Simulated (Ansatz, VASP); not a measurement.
**CuO: VASP beside Ansatz**

The input INCAR:

```
SYSTEM = CuO
ALGO = Normal
EDIFF = 1E-7
ENCUT = 520
GGA = PE
ISIF = 2
ISMEAR = -1
LASPH = .TRUE.
LCHARG = .TRUE.
LELF = .TRUE.
LREAL = .FALSE.
LVHAR = .TRUE.
LWAVE = .FALSE.
NBANDS = 16
NELM = 60
PREC = Accurate
SIGMA = 0.05
```

File KPOINTS:

```
k-points
0
G
  11 11 11
  0 0 0
```

POSCAR

```
CuO
1.0
    0.0000000000      2.1444126677      2.1444126677
    2.1444126677      0.0000000000      2.1444126677
    2.1444126677      2.1444126677      0.0000000000
Cu O
1 1
Direct
    0.0294977200      0.0281008700      0.9080259900
    0.4705022800      0.4718991300      0.5919740100
```

File input.yaml:

```yaml
crystal:
  lattice:
    - [0.0, 2.1444126677, 2.1444126677]
    - [2.1444126677, 0.0, 2.1444126677]
    - [2.1444126677, 2.1444126677, 0.0]
  atoms:
    - { symbol: Cu, position: [0.02949772, 0.02810087, 0.90802599] }
    - { symbol: O, position: [0.47050228, 0.47189913, 0.59197401] }
kpoints:
  mp_grid: { grid: [11, 11, 11] }
scf:
  occupations: { method: fermi_dirac, width: 0.05 }
hamiltonian:
  xc: pbe
  pseudopotentials: { kind: all_electron, lapw: { basis_error: 0.0005 } }
output:
  forces: true
  stress: true
  eigenvalues: true
```

Change from the starting cell: volume scaled by 1.04.

Alike in both runs: task single point; functional PBE; k mesh 11 × 11 × 11; occupations fermi-dirac, width 0.05 eV; no spin polarisation.

|  | VASP | Ansatz |
| --- | --- | --- |
| version | VASP 6.6.1 | Ansatz 0.2.0 |
| potentials or method | VASP PAW PBE potentials, release 64 (Cu, O), cutoff 520 eV | all-electron LAPW, scalar-relativistic |

```tsv
	VASP	Ansatz	Ansatz less VASP
gap on the k mesh at the Fermi level (eV)	none	none	-
pressure (GPa)	10.6	10.0	-0.64
traceless stress, the component that is largest in VASP (GPa)	-3.26	-2.99	+0.274
rms of the force components (eV/Å)	0.429	0.381	-0.0487
```

Atom by atom the forces differ by 0.049 eV/Å (rms over components). A gap of «none» marks a metal or a gap that the smearing closes. Ansatz ran all-electron here, and VASP with PAW potentials.
